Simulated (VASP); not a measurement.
Write the native input for VASP 6.6.1 that does the following.

```yaml
Task: single point
Functional: PBE
Potentials_or_basis: VASP PAW PBE potentials, release 64 (W_sv)
Cutoff: 500 eV
k_mesh: 10 × 10 × 10
Occupations: fermi-dirac, width 0.05 eV
Spin: no spin polarisation
Dipole_correction: no
Further_INCAR_settings: ALGO = Normal; EDIFF = 1e-06; NBANDS = 13
```

The structure of W lies in POSCAR:

```
W
1.0
    0.0000000000      2.0434441004      2.0434441004
    2.0434441004      0.0000000000      2.0434441004
    2.0434441004      2.0434441004      0.0000000000
W
1
Direct
    0.0000000000      0.0000000000      0.0000000000
```

These files were run (other wordings do the same):

INCAR

```
SYSTEM = W
PREC = Accurate
ENCUT = 500
EDIFF = 1E-6
ISMEAR = -1
SIGMA = 0.05
LREAL = .FALSE.
LASPH = .TRUE.
NELM = 120
ALGO = Normal
ISIF = 2
LWAVE = .FALSE.
LCHARG = .TRUE.
GGA = PE
LELF = .TRUE.
LVHAR = .TRUE.
NBANDS = 13
GGA_COMPAT = .FALSE.
```

KPOINTS

```
Automatic mesh
0
G
  10 10 10
  0 0 0
```

Potentials or basis: VASP PAW PBE potentials, release 64 (W_sv).

The run is started by

```sh
$ cat potpaw_PBE.64/W_sv/POTCAR > POTCAR
$ mpirun -np 1 vasp_std > vasp.out
```

It gave:

```yaml
Pressure: -8.9 GPa
Band_gap_on_the_k_mesh: zero (band 7 reaches 12.80 eV, above the bottom of band 8 at 9.44 eV)
```

Caveat: spin-orbit coupling is left out, which moves the levels of the heavy elements.

Wall time 5.4 s on 1 thread of Intel(R) Xeon(R) Platinum 8375C CPU @ 2.90GHz (Ice Lake), with other jobs on the host, peak memory 0.14 GiB.
